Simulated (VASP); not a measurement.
Set up this calculation in VASP 6.6.1, as the native input.

```
Task                   : relaxation of shape and atoms at fixed volume
Functional             : PBE
Potentials or basis    : VASP PAW PBE potentials, release 64 (Ga_d, N)
Cutoff                 : 600 eV
k mesh                 : 12 × 12 × 8
Occupations            : gaussian, width 0.05 eV
Spin                   : no spin polarisation
Dipole correction      : no
Further INCAR settings : ALGO = Normal; EDIFF = 1e-06; IBRION = 2; EDIFFG = -0.01; NSW = 60; ISIF = 4
```

The structure of GaN lies in POSCAR:

```
GaN
1.0
    3.2396897668      0.0000000001      0.0000000000
   -1.6198448835      2.8056536384      0.0000000000
    0.0000000000      0.0000000000      5.2778856213
Ga N
2 2
Direct
    0.3333333333      0.6666666667     -0.0008648221
    0.6666666667      0.3333333333      0.4991351779
    0.3333333333      0.6666666667      0.3758648221
    0.6666666667      0.3333333333      0.8758648221
```

The input as run:

INCAR

```
SYSTEM = GaN
  ALGO = Normal
  EDIFF = 1E-6
  EDIFFG = -0.01
  ENCUT = 600
  GGA = PE
  IBRION = 2
  ISIF = 4
  ISMEAR = 0
  LASPH = .TRUE.
  LCHARG = .FALSE.
  LREAL = .FALSE.
  LWAVE = .FALSE.
  NELM = 80
  NSW = 60
  PREC = Accurate
  SIGMA = 0.05
```

KPOINTS

```
k-points
0
G
  12 12 8
  0 0 0
```

Potentials or basis: VASP PAW PBE potentials, release 64 (Ga_d, N).

Launch:

```console
$ cat potpaw_PBE.64/Ga_d/POTCAR potpaw_PBE.64/N/POTCAR > POTCAR
$ mpirun -np 1 vasp_std > vasp.out
```

Results of the run:

The pressure after relaxing is -3.3 GPa. The largest force after relaxing is 0.003 eV/Å. The band gap on the k mesh is 1.58 eV.

Caveat: the relaxation stopped at its first step, so nothing moved.

It took 2.9 min on 1 thread of Intel Xeon 8259CL, on a shared host, peak memory 0.25 GiB.
